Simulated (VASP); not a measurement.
## WC (Qusongite): single point with PBEsol

Crystal: WC (Qusongite).

```
W C
1.0
     2.89841    0.00000    0.00000
    -1.44921    3.78113    0.00000
     0.00000   -2.11480    1.87722
W C
1 1
Direct
  0.00000 0.00000 0.00000
  0.33333 0.66667 0.16667
```

```
Program                : VASP 6.6.1
Task                   : single point
Functional             : PBEsol
Potentials or basis    : VASP PAW PBE potentials, release 64 (W_sv, C)
Cutoff                 : 520 eV
k mesh                 : 13 × 9 × 18
Occupations            : gaussian, width 0.1 eV
Spin                   : no spin polarisation
Dipole correction      : no
Further INCAR settings : ALGO = Normal; EDIFF = 1e-06; NBANDS = 16; ISYM = 0
```

```yaml
Pressure: 1.3 GPa
Band_gap_on_the_k_mesh: zero (band 9 reaches 11.74 eV, above the bottom of band 10 at 10.49 eV)
```

Forces on the atoms (eV/Å):
```
W   -0.002  0.001  0.002
C    0.002 -0.001 -0.002
```

Stress tensor (GPa, compression positive):
```
 1.21 -0.07 -0.08
-0.07  1.28 -0.02
-0.08 -0.02  1.28
```

Levels at points of the mesh, in eV from the Fermi level:
```tsv
k point	band 7	band 8	band 9	band 10	band 11	band 12
(0.00, 0.00, 0.00)	-3.37	-3.37	0.12	3.27	3.27	5.71
(0.00, 0.00, 0.50)	-4.36	-4.20	0.31	4.50	5.40	6.75
```

It took 110 s on 1 thread of Intel(R) Xeon(R) 6975P-C (Granite Rapids), on a shared host, peak memory 0.44 GiB.

Caveat: the PAW data sets were made with another functional, which shifts forces and pressure a little; spin-orbit coupling is left out, which moves the levels of the heavy elements.
